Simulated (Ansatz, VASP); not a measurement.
**HgTe: VASP beside Ansatz**

INCAR

```
SYSTEM = HgTe
PREC = Accurate ; ENCUT = 520
EDIFF = 1E-6 ; ISMEAR = -1
SIGMA = 0.05 ; LREAL = .FALSE.
LASPH = .TRUE. ; NELM = 100
ALGO = Normal ; ISIF = 2
LWAVE = .FALSE. ; LCHARG = .TRUE.
GGA = PE ; LELF = .TRUE.
LVHAR = .TRUE. ; NBANDS = 16
```

The input KPOINTS:

```
regular mesh
0
G
  11 11 11
  0 0 0
```

POSCAR

```
HgTe
1.0
    3.1176361866      0.0000000000      0.0000000000
    0.0000000000      3.1176361866      0.0000000000
    0.0000000000      0.0000000000      3.1176361866
Hg Te
1 1
Direct
    0.0000000000      0.0000000000      0.0000000000
    0.5000000000      0.5000000000      0.5000000000
```

Input for Ansatz:

```yaml
crystal:
  lattice:
    - [3.1176361866, 0.0, 0.0]
    - [0.0, 3.1176361866, 0.0]
    - [0.0, 0.0, 3.1176361866]
  atoms:
    - { symbol: Hg, position: [0.0, 0.0, 0.0] }
    - { symbol: Te, position: [0.5, 0.5, 0.5] }
kpoints:
  mp_grid: { grid: [11, 11, 11] }
  band_path:
    path:
      - [0.0, 0.0, 0.0]
      - [0.0, 0.5, 0.0]
      - [0.5, 0.5, 0.0]
      - [0.0, 0.0, 0.0]
      - [0.5, 0.5, 0.5]
      - [0.0, 0.5, 0.0]
      - [0.5, 0.5, 0.5]
      - [0.5, 0.5, 0.0]
    npoints: 8
scf:
  occupations: { method: fermi_dirac, width: 0.05 }
hamiltonian:
  xc: pbe
  pseudopotentials: { kind: all_electron, lapw: { basis_error: 0.001 } }
output:
  forces: true
  stress: true
  eigenvalues: true
  populations: true
  dos: { projected: true, de: 0.2, e_range: [-14, 8] }
```

Change from the starting cell: volume scaled by 0.55, LAPW.

Alike in both runs: task single point; functional PBE; k mesh 11 × 11 × 11; occupations fermi-dirac, width 0.05 eV; no spin polarisation.

|  | VASP | Ansatz |
| --- | --- | --- |
| version | VASP 6.6.1 | Ansatz 0.2.0 |
| potentials or method | VASP PAW PBE potentials, release 64 (Hg, Te), cutoff 520 eV | all-electron LAPW, scalar-relativistic |

```tsv
	VASP	Ansatz	Ansatz less VASP
pressure (GPa)	133.4	130.5	-2.91
```

Both programs put the cell under a high pressure, so it lies far from rest at this level. Ansatz ran all-electron here, and VASP with PAW potentials.

Spin-orbit coupling is off throughout. Noted on VASP's run: the cell as given lies far from equilibrium.
